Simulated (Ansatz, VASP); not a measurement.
One calculation of O, two programs

INCAR

```
SYSTEM = O
PREC = Accurate ; ENCUT = 520
EDIFF = 1E-6 ; ISMEAR = 0
SIGMA = 0.1 ; LREAL = .False.
LASPH = .True. ; NELM = 80
ALGO = Normal ; ISIF = 2
LWAVE = .False. ; LCHARG = .True.
GGA = PS ; LELF = .True.
LVHAR = .True. ; NBANDS = 20
```

File KPOINTS:

```
regular mesh
0
Gamma
  16 16 6
  0 0 0
```

Contents of POSCAR:

```
O
1.0
    2.4851855698      0.1474916756      0.0723692488
   -1.1148612470      2.2259753478      0.0723658942
    0.2298476845      0.3980955650      7.7835919682
O
4
Direct
    0.3110597244      0.6712123389      0.3255424295
    0.6865248022      0.3312031345      0.6744575705
    0.6712123389      0.3110597244      0.8255424295
    0.3312031345      0.6865248022      0.1744575705
```

Input for Ansatz:

```yaml
crystal:
  lattice:
    - [2.4851855698, 0.1474916756, 0.0723692488]
    - [-1.114861247, 2.2259753478, 0.0723658942]
    - [0.2298476845, 0.398095565, 7.7835919682]
  atoms:
    - { symbol: O, position: [0.3110597244, 0.6712123389, 0.3255424295] }
    - { symbol: O, position: [0.6865248022, 0.3312031345, 0.6744575705] }
    - { symbol: O, position: [0.6712123389, 0.3110597244, 0.8255424295] }
    - { symbol: O, position: [0.3312031345, 0.6865248022, 0.1744575705] }
basis:
  ecutwfc: 420
kpoints:
  mp_grid: { grid: [16, 16, 6] }
hamiltonian:
  xc: pbesol
scf:
  occupations: { method: gaussian, width: 0.1 }
output:
  forces: true
  stress: true
  eigenvalues: true
```

Alike in both runs: task single point; functional PBEsol; k mesh 16 × 16 × 6; occupations gaussian, width 0.1 eV; no spin polarisation.

```csv
,VASP,Ansatz
version,VASP 6.6.1,Ansatz 0.2.0
potentials or method,"VASP PAW PBE potentials, release 64 (O), cutoff 520 eV","scalar-relativistic, plane waves, PAW"
valence electrons in the cell,24,24
```

Ansatz gave:

```
gap on the k mesh at the Fermi level (eV)                     : none
pressure (GPa)                                                : 4.6
traceless stress, the component that is largest in VASP (GPa) : 19.06
rms of the force components (eV/Å)                            : 1.535
```

Which values does VASP return?

gap on the k mesh at the Fermi level (eV): none; pressure (GPa): 9.7; traceless stress, the component that is largest in VASP (GPa): 30.06; rms of the force components (eV/Å): 2.660.

VASP's potentials were made for PBE, not for PBEsol. Atom by atom the forces differ by 1.135 eV/Å (rms over components). A gap of «none» marks a metal or a gap that the smearing closes. Ansatz's warnings: structure snapped to symmetry.

Noted on VASP's run: the standard files for N, O and F lose accuracy on very short bonds; spin is off for a triplet molecule.
